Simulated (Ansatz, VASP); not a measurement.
**One calculation of ZrC, two programs**

```xyz
2
Lattice="0.0000 2.3502 2.3267 2.3502 0.0000 2.3267 2.3502 2.3502 0.0000" Properties=species:S:1:pos:R:3 pbc="T T T"
Zr    2.3502    2.3502    2.3267
C     0.0000    0.0000    0.0000
```

Change from the starting cell: zz strain of -1 %, crystal datasets.

Alike in both runs: task electric field gradients; functional PBE; k mesh 15 × 15 × 15; occupations fermi-dirac, width 0.05 eV; no spin polarisation.

```csv
,VASP,Ansatz
version,VASP 6.6.1,Ansatz 0.2.0
potentials or method,"VASP PAW PBE potentials, release 64 (Zr_sv, C), cutoff 520 eV","all-electron PAW with datasets made for the crystal, scalar-relativistic"
```

```tsv
	VASP	Ansatz	Ansatz less VASP
pressure (GPa)	3.8	3.6	-0.19
traceless stress, the component that is largest in VASP (GPa)	2.58	2.57	-0.014
size of Vzz on the site where it differs most (V/Å²)	14.8	15.1	+0.28
```

Ansatz ran all-electron here, and VASP with PAW potentials.
